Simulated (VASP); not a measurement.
# O (Fmmm) in VASP: further runs

The runs below take O through single point, with PBEsol.

Program: VASP 6.6.1. These are calculated values, not measurements. Logs are shortened: lines on timing, memory, paths and dates and some standing lists are left out, and cuts for length are marked.

## (1) The cell of the first run

The structure is orthorhombic, space group Fmmm (No. 69). The conventional cell has a = 3.185 Å, b = 3.196 Å, c = 8.089 Å, α = 90.00°, β = 90.00°, γ = 90.00°. O (site symmetry mm2) has 1 O at 1.09 Å within 1.5 Å.

## (2) Single point, PBEsol (10.29 Å³/atom)

Input file INCAR:

```
SYSTEM = O
  ALGO = Normal
  EDIFF = 1E-6
  ENCUT = 600
  GGA = PS
  GGA_COMPAT = .False.
  ISIF = 2
  ISMEAR = 0
  LASPH = .True.
  LCHARG = .True.
  LELF = .True.
  LREAL = .False.
  LVHAR = .True.
  LWAVE = .False.
  NBANDS = 13
  NELM = 120
  PREC = Accurate
  SIGMA = 0.15
```

Input file KPOINTS:

```
k-points
0
Gamma
  22 22 22
  0 0 0
```

Input file POSCAR:

```
O
1.0
    0.0000000000      1.5926093863      4.0446336630
    1.5980696397      0.0000000000      4.0446336630
    1.5980696397      1.5926093863      0.0000000000
O
2
Direct
    0.0675080576      0.0675080576      0.9324919424
    0.9324919424      0.9324919424      0.0675080576
```

Potentials or basis: VASP PAW PBE potentials, release 64 (O).

Launch:

```console
$ cat potpaw_PBE.64/O/POTCAR > POTCAR
$ mpirun -np 1 vasp_std > vasp.out
```

OUTCAR:

```text
SYSTEM = O
   EDIFF = 1E-6
   ENCUT = 600
   GGA = PS
   ISIF = 2
   ISMEAR = 0
   LASPH = .True.
   LREAL = .False.
   NELM = 120
   PREC = Accurate

 ion  position               nearest neighbor table
   1  0.068  0.068  0.932-   2 1.09
   2  0.932  0.932  0.068-   1 1.09

  LATTYP: Found a face centered orthorhombic cell.
 ALAT       =     3.1852187726
 B/A-ratio  =     1.0034284951
 C/A-ratio  =     2.5396269153

  Lattice vectors:

 A1 = (   1.5980696397,   0.0000000000,  -4.0446336630)
 A2 = (   0.0000000000,   1.5926093863,  -4.0446336630)
 A3 = (   1.5980696397,   1.5926093863,   0.0000000000)

Analysis of symmetry for initial positions (statically):
=====================================================================
 Subroutine PRICEL returns:
 Original cell was already a primitive cell.

 Routine SETGRP: Setting up the symmetry group for a
 face centered orthorhombic supercell.

 Subroutine GETGRP returns: Found  8 space group operations
 (whereof  8 operations were pure point group operations)
 out of a pool of  8 trial point group operations.

The static configuration has the point symmetry D_2h.

Analysis of symmetry for dynamics (positions and initial velocities):
=====================================================================
 Subroutine PRICEL returns:
 Original cell was already a primitive cell.

 Routine SETGRP: Setting up the symmetry group for a
 face centered orthorhombic supercell.

 Subroutine GETGRP returns: Found  8 space group operations
 (whereof  8 operations were pure point group operations)
 out of a pool of  8 trial point group operations.

The dynamic configuration has the point symmetry D_2h.

 Subroutine INISYM returns: Found  8 space group operations
 (whereof  8 operations are pure point group operations),
 and found     1 'primitive' translations

----------------------------------------------------------------------------------------

                                     Primitive cell

  volume of cell :      20.5880

  direct lattice vectors                    reciprocal lattice vectors
     0.000000000  1.592609386  4.044633663    -0.312877479  0.313950178  0.123620590
     1.598069640  0.000000000  4.044633663     0.312877479 -0.313950178  0.123620590
     1.598069640  1.592609386  0.000000000     0.312877479  0.313950178 -0.123620590

  length of vectors
     4.346891547  4.348895037  2.256154080     0.460151150  0.460151150  0.460151150

  position of ions in fractional coordinates (direct lattice)
     0.067508058  0.067508058  0.932491942
     0.932491942  0.932491942  0.067508058

  ion indices of the primitive-cell ions
   primitive index   ion index
                 1           1
                 2           2

----------------------------------------------------------------------------------------

 KPOINTS: k-points

Automatic generation of k-mesh.
 Grid dimensions read from file:
 generate k-points for:   22   22   22

 Generating k-lattice:

  Cartesian coordinates                     Fractional coordinates (reciprocal lattice)
    -0.014221704  0.014270463  0.005619118     0.045454545  0.000000000  0.000000000
     0.014221704 -0.014270463  0.005619118     0.000000000  0.045454545  0.000000000
     0.014221704  0.014270463 -0.005619118    -0.000000000 -0.000000000  0.045454545

  Length of vectors
     0.020915961  0.020915961  0.020915961

  Shift w.r.t. Gamma in fractional coordinates (k-lattice)
     0.000000000  0.000000000  0.000000000

 Subroutine IBZKPT returns following result:
 ===========================================

 Found   1530 irreducible k-points:

 Following reciprocal coordinates:
            Coordinates               Weight
  0.000000  0.000000  0.000000      1.000000
  0.045455  0.000000  0.000000      8.000000
  0.090909  0.000000  0.000000      8.000000
  0.136364  0.000000  0.000000      8.000000
  0.181818  0.000000 -0.000000      8.000000
  0.227273  0.000000  0.000000      8.000000
[... 16 lines left out ...]
  0.500000  0.045455  0.000000      8.000000
 -0.454545  0.045455  0.000000      8.000000
 [... further k-points ...]
   k-points           NKPTS =   1530   k-points in BZ     NKDIM =   1530   number of bands    NBANDS=     13
   number of dos      NEDOS =    301   number of ions     NIONS =      2
   total plane-waves  NPLWV =  23328
   dimension x,y,z NGX =    36 NGY =   36 NGZ =   18
   dimension x,y,z NGXF=    72 NGYF=   72 NGZF=   36
   ions per type =               2
   NGX,Y,Z   is equivalent  to a cutoff of  13.77, 13.76, 13.26 a.u.
   NGXF,Y,Z  is equivalent  to a cutoff of  27.54, 27.52, 26.53 a.u.
 SYSTEM =  O
   PREC   = accura    normal or accurate (medium, high low for compatibility)
   ISTART =      0    job   : 0-new  1-cont  2-samecut
   ICHARG =      2    charge: 1-file 2-atom 10-const
   ISPIN  =      1    spin polarized calculation?
   LNONCOLLINEAR =      F non collinear calculations
   LSORBIT =      F    spin-orbit coupling
   LASPH  =      T    aspherical Exc in radial PAW
   ENCUT  =  600.0 eV  44.10 Ry    6.64 a.u.   8.68  8.69  4.51*2*pi/ulx,y,z
   NELM   =    120;   NELMIN=  2; NELMDL= -5     # of ELM steps
   EDIFF  = 0.1E-05   stopping-criterion for ELM
   LREAL  =      F    real-space projection
   EDIFFG = 0.1E-04   stopping-criterion for IOM
   NSW    =      0    number of steps for IOM
   IBRION =     -1    ionic relax: 0-MD 1-quasi-New 2-CG
   NFREE  =      0    steps in history (QN), initial steepest desc. (CG)
   ISIF   =      2    stress and relaxation
   ISYM   =      2    0-nonsym 1-usesym 2-fastsym
   POTIM  = 0.5000    time-step for ionic-motion
   TEBEG  =    0.0;   TEEND  =   0.0 temperature during run
   PSTRESS=    0.0 pullay stress
   NELECT =      12.0000    total number of electrons
   NUPDOWN=      -1.0000    fix difference up-down
   EMIN   =  10.00;   EMAX   =-10.00  energy-range for DOS
   EFERMI =   0.00;   METHOD = LEGACY
   ISMEAR =     0;   SIGMA  =   0.15  broadening in eV -4-tet -1-fermi 0-gaus
   EFERMI_NEDOS =   21; number of points for ismear=-14 and -15
   IALGO  =     38    algorithm
   IMIX   =      4    mixing-type and parameters
     AMIX     =   0.40;   BMIX     =  1.00
     AMIX_MAG =   1.60;   BMIX_MAG =  1.00
  volume/ion in A,a.u.               =      10.29        69.47
  Fermi-wavevector in a.u.,A,eV,Ry     =   1.367510  2.584219 25.444034  1.870084
  Thomas-Fermi vector in A             =   2.493556
   LORBIT       =      0    0 simple, 1 ext, 2 COOP (PROOUT), +10 PAW based schemes
   GGA     = PS    functional components
   LHFCALC =     F    Hartree Fock is set to
   AEXX    =    0.0000 exact exchange contribution
   IVDW    =     0    specifies the selected vdW correction
   LEPSILON=     F    determine dielectric tensor
   LRPA    =     F    only Hartree local field effects (RPA)
 non-spin polarized calculation
 Gauss-broadening in eV      SIGMA  =   0.15
  energy-cutoff  :      600.00
  volume of cell :       20.59
 maximum number of plane-waves:       712
   NGX = 17   NGY = 17   NGZ =  9

 number of electron      12.0000001 magnetization

 Free energy of the ion-electron system (eV)
  ---------------------------------------------------
  ext. energy  EPLUGINS =         0.00000000
  ---------------------------------------------------
  free energy    TOTEN  =        -9.35321428 eV

  energy without entropy =       -9.34355120  energy(sigma->0) =       -9.34838274

 E-fermi :   2.0160     XC(G=0):  -9.8213

 val. band max:        2.0153570696   @ k =  -0.2727   0.0909   0.2727
 cond. band min:       2.0170478250   @ k =   0.1818   0.4091   0.1364
 fundamental gap:      0.0016907555
 Fermi energy:         2.0159775632

 k-point     1 :       0.0000    0.0000    0.0000
  band No.  band energies     occupation
      1     -29.9747      2.00000
      2     -13.3164      2.00000
      3      -8.3434      2.00000
      4      -5.3060      2.00000
      5      -5.2953      2.00000
      6       3.8415      0.00000
      7       3.8505      0.00000
      8      10.8860      0.00000
      9      12.6588      0.00000
     10      16.1309      0.00000
     11      19.9115      0.00000
     12      21.2712      0.00000
     13      29.1177      0.00000

 k-point     2 :       0.0455    0.0000    0.0000
  band No.  band energies     occupation
      1     -29.9577      2.00000
      2     -13.2931      2.00000
      3      -8.3390      2.00000
      4      -5.3909      2.00000
      5      -5.2903      2.00000
      6       3.7485      0.00000
      7       3.8550      0.00000
      8      10.8987      0.00000
      9      12.7677      0.00000
     10      16.1617      0.00000
     11      19.9703      0.00000
     12      21.3566      0.00000
     13      28.9235      0.00000

 k-point     3 :       0.0909    0.0000    0.0000
  band No.  band energies     occupation
      1     -29.9078      2.00000
      2     -13.2242      2.00000
      3      -8.3334      2.00000
      4      -5.6395      2.00000
      5      -5.2609      2.00000
      6       3.4674      0.00000
      7       3.8807      0.00000
      8      10.9396      0.00000
      9      13.0799      0.00000
     10      16.2504      0.00000
     11      20.1359      0.00000
     12      21.5983      0.00000
     13      28.3608      0.00000

 k-point     4 :       0.1364    0.0000    0.0000
  band No.  band energies     occupation
      1     -29.8282      2.00000
      2     -13.1125      2.00000
      3      -8.3518      2.00000
      4      -5.9847      2.00000
      5      -5.2141      2.00000
      6       3.0324      0.00000
      7       3.9215      0.00000
      8      11.0167      0.00000
      9      13.5580      0.00000
     10      16.3863      0.00000
     11      20.3740      0.00000
     12      21.9506      0.00000
     13      27.5183      0.00000

 k-point     5 :       0.1818    0.0000   -0.0000
  band No.  band energies     occupation
      1     -29.7236      2.00000
      2     -12.9629      2.00000
      3      -8.4421      2.00000
      4      -6.3312      2.00000
      5      -5.1533      2.00000
      6       2.4862      0.00001
      7       3.9743      0.00000
      8      11.1408      0.00000
      9      14.1563      0.00000
     10      16.5532      0.00000
     11      20.6162      0.00000
     12      22.3356      0.00000
     13      26.5636      0.00000
[... 257 lines left out ...]
 k-point    22 :       0.4545    0.0455    0.0000
  band No.  band energies     occupation
      1     -29.1317      2.00000
      2     -12.0539      2.00000
      3     -10.1176      2.00000
      4      -6.5419      2.00000
      5      -4.8238      2.00000
      6      -0.2541      2.00000
      7       4.2602      0.00000
      8      12.5893      0.00000
      9      16.8307      0.00000
     10      17.4121      0.00000
     11      19.3389      0.00000
     12      22.1647      0.00000
     13      25.8588      0.00000

 k-point    23 :       0.5000    0.0455    0.0000
  band No.  band energies     occupation
      1     -29.0718      2.00000
      2     -11.9405      2.00000
      3     -10.3228      2.00000
      4      -6.5090      2.00000
      5      -4.7914      2.00000
      6      -0.5125      2.00000
      7       4.2866      0.00000
      8      13.0247      0.00000
      9      16.3461      0.00000
     10      17.7115      0.00000
     11      19.7456      0.00000
     12      21.3931      0.00000
     13      26.4517      0.00000

 k-point    24 :      -0.4545    0.0455    0.0000
  band No.  band energies     occupation
      1     -29.0513      2.00000
      2     -11.8941      2.00000
      3     -10.3954      2.00000
      4      -6.5054      2.00000
      5      -4.7801      2.00000
      6      -0.6033      2.00000
      7       4.2949      0.00000
      8      13.2707      0.00000
      9      16.0347      0.00000
     10      17.8802      0.00000
     11      20.2805      0.00000
     12      20.7100      0.00000
     13      26.7382      0.00000

 [... further k-points ...]

------------------------ aborting loop because EDIFF is reached ----------------------------------------

  FORCE on cell =-STRESS in cart. coord.  units (eV):
  Direction    XX          YY          ZZ          XY          YZ          ZX
  --------------------------------------------------------------------------------------
  -------------------------------------------------------------------------------------
  Total        0.7880673      0.7887794     17.8603519      0.0000000      0.0000000      0.0000000
  in kB       61.3281333     61.3835439   1389.9092119      0.0000000      0.0000000      0.0000000
  external PRESSURE =     504.2069630 kB  Pullay stress =       0.0000000 kB

 VOLUME and BASIS-vectors are now :
 -----------------------------------------------------------------------------
  energy-cutoff  :      600.00
  volume of cell :       20.59
      direct lattice vectors                 reciprocal lattice vectors
     0.000000000  1.592609386  4.044633663    -0.312877479  0.313950178  0.123620590
     1.598069640  0.000000000  4.044633663     0.312877479 -0.313950178  0.123620590
     1.598069640  1.592609386  0.000000000     0.312877479  0.313950178 -0.123620590

 POSITION                                       TOTAL-FORCE (eV/Angst)
 -----------------------------------------------------------------------------------
      1.59807      1.59261      0.54609         0.000000      0.000000     16.396310
      1.59807      1.59261      7.54318         0.000000      0.000000    -16.396310
 -----------------------------------------------------------------------------------
    total drift:                                0.000000      0.000000      0.000000

  FREE ENERGIE OF THE ION-ELECTRON SYSTEM (eV)
  ---------------------------------------------------
  free  energy   TOTEN  =        -9.3532142764 eV

  energy  without entropy=       -9.3435511972  energy(sigma->0) =       -9.34838274
```

Run time: 6.6 min. Hardware: 1 thread of AMD EPYC 9R45 (Zen 5), shared host; peak memory 0.43 GiB.

Results:

* Free energy: -9.3532 eV
* Pressure: 50.4 GPa
* Largest force: 16.396 eV/Å
* Band gap on the k mesh: zero (bands 6 and 7 overlap by 3.27 eV)

Forces in eV/Å, atoms in the order of the input:
```
O     0.000   0.000  16.396
O     0.000   0.000 -16.396
```

Levels at points of the mesh, in eV from the Fermi level:
| k point | band 3 | band 4 | band 5 | band 6 | band 7 | band 8 | band 9 | band 10 |
| --- | --- | --- | --- | --- | --- | --- | --- | --- |
| (0.00, 0.00, 0.00) | -10.36 | -7.32 | -7.31 | 1.83 | 1.83 | 8.87 | 10.64 | 14.11 |
| (0.50, 0.00, 0.00) | -12.41 | -8.52 | -6.80 | -2.62 | 2.28 | 11.22 | 14.17 | 15.73 |
| (0.50, 0.50, 0.00) | -9.59 | -7.34 | -7.32 | 1.88 | 1.88 | 6.55 | 10.37 | 15.86 |
| (0.50, 0.00, 0.50) | -11.15 | -11.14 | -7.38 | -1.51 | -1.28 | 9.77 | 14.44 | 17.67 |
| (0.00, 0.50, 0.50) | -11.18 | -11.11 | -7.38 | -1.49 | -1.30 | 9.77 | 14.46 | 17.58 |

Caveat: the standard files for N, O and F lose accuracy on very short bonds; spin is off for a triplet molecule; the stress differs along the axes, from 6 to 139 GPa; this functional lacks dispersion, which holds the molecules together, so the pressure and a relaxed volume are unreliable; the PAW data sets were made with another functional, which shifts forces and pressure a little.

## (3) Single point, PBEsol (11.27 Å³/atom)

This run uses another cell than the first one, of 11.27 Å³/atom.

Input file INCAR:

```
PREC = Accurate ; ENCUT = 600
EDIFF = 1E-6 ; ISMEAR = 0
SIGMA = 0.15 ; LREAL = False
LASPH = True ; NELM = 120
ALGO = Normal ; ISIF = 2
LWAVE = False ; LCHARG = False
GGA = PS ; NBANDS = 13
GGA_COMPAT = False
```

Input file KPOINTS:

```
regular mesh
0
Gamma
  22 22 22
```

Input file POSCAR:

```
O
1.0
    0.0000000000      1.6750081539      4.0049423570
    1.6807509111      0.0000000000      4.0049423570
    1.6807509111      1.6750081539      0.0000000000
O
2
Direct
    0.0675080576      0.0675080576      0.9324919424
    0.9324919424      0.9324919424      0.0675080576
```

Potentials or basis: VASP PAW PBE potentials, release 64 (O).

Launch:

```console
$ cat potpaw_PBE.64/O/POTCAR > POTCAR
$ mpirun -np 1 vasp_std > vasp.out
```

It took 6.6 min on 1 thread of AMD EPYC 9R45 (Zen 5), shared host; peak memory 0.46 GiB.

It converged, with:

| Property | Result |
| --- | --- |
| Free energy | -9.1873 eV |
| Pressure | 45.5 GPa |
| Largest force | 18.628 eV/Å |
| Band gap on the k mesh | zero (bands 6 and 7 overlap by 2.63 eV) |

Forces on the atoms (eV/Å):
```
O     0.000   0.000  18.628
O     0.000   0.000 -18.628
```

Stress tensor (GPa, compression positive):
```
 -3.08   0.00   0.00
  0.00  -3.03   0.00
  0.00   0.00 142.77
```

Levels at points of the mesh, in eV from the Fermi level:
```tsv
k point	band 4	band 5	band 6	band 7	band 8	band 9
(0.00, 0.00, 0.00)	-8.02	-8.01	1.47	1.47	8.42	10.02
(0.50, 0.00, 0.00)	-8.64	-7.62	-2.08	1.83	10.80	13.52
(0.50, 0.50, 0.00)	-8.03	-8.02	1.53	1.54	6.69	9.21
(0.50, 0.00, 0.50)	-11.01	-7.74	-1.24	-0.97	9.56	14.22
(0.00, 0.50, 0.50)	-10.99	-7.74	-1.22	-0.99	9.56	14.25
```

Caveat: the standard files for N, O and F lose accuracy on very short bonds; spin is off for a triplet molecule; the stress differs along the axes, from -3 to 143 GPa; this functional lacks dispersion, which holds the molecules together, so the pressure and a relaxed volume are unreliable; the PAW data sets were made with another functional, which shifts forces and pressure a little.

(Part 1 of 2 ends here.)
